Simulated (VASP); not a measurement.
A run of VASP 6.6.1:

Contents of INCAR:

```
SYSTEM = LiH
ALGO     = Normal         ! electronic algorithm
EDIFF    = 1E-6           ! SCF threshold, eV
EDIFFG   = -0.04          ! ionic threshold
ENCUT    = 600            ! plane-wave cutoff, eV
GGA      = PE             ! functional
IBRION   = 2              ! ionic algorithm
ISIF     = 3              ! what is computed and relaxed
ISMEAR   = 0              ! smearing method
LASPH    = .True.         ! aspherical terms in the spheres
LCHARG   = .False.        ! write CHGCAR
LREAL    = .False.        ! projectors in reciprocal space
LWAVE    = .False.        ! write WAVECAR
NELM     = 100            ! most SCF steps
NSW      = 90             ! ionic steps
PREC     = Accurate       ! precision mode
SIGMA    = 0.1            ! smearing width, eV
```

Contents of KPOINTS:

```
k-points
0
Gamma
  8 8 6
  0 0 0
```

File POSCAR:

```
LiH
1.0
    2.4609181900      0.0000000000      0.0000000000
    0.0000000000      2.4609181900      0.0000000000
    0.0000000000      0.0000000000      3.3124463100
Li H
1 1
Direct
    0.5000000000      0.5000000000      0.5000000000
    0.0000000000      0.0000000000      0.0000000000
```

Potentials or basis: VASP PAW PBE potentials, release 64 (Li_sv, H).

Launch:

```console
$ cat potpaw_PBE.64/Li_sv/POTCAR potpaw_PBE.64/H/POTCAR > POTCAR
$ mpirun -np 1 vasp_std > vasp.out
```

Hardware: 1 thread of Intel(R) Xeon(R) 6975P-C (Granite Rapids), with other jobs on the host.

Q: How long does it take, and how much memory?

A: Run time: 14 s on 1 thread of Intel(R) Xeon(R) 6975P-C (Granite Rapids), on a shared host, peak memory 0.13 GiB. Counts: scf iterations 55, k points 60, ion steps 8.
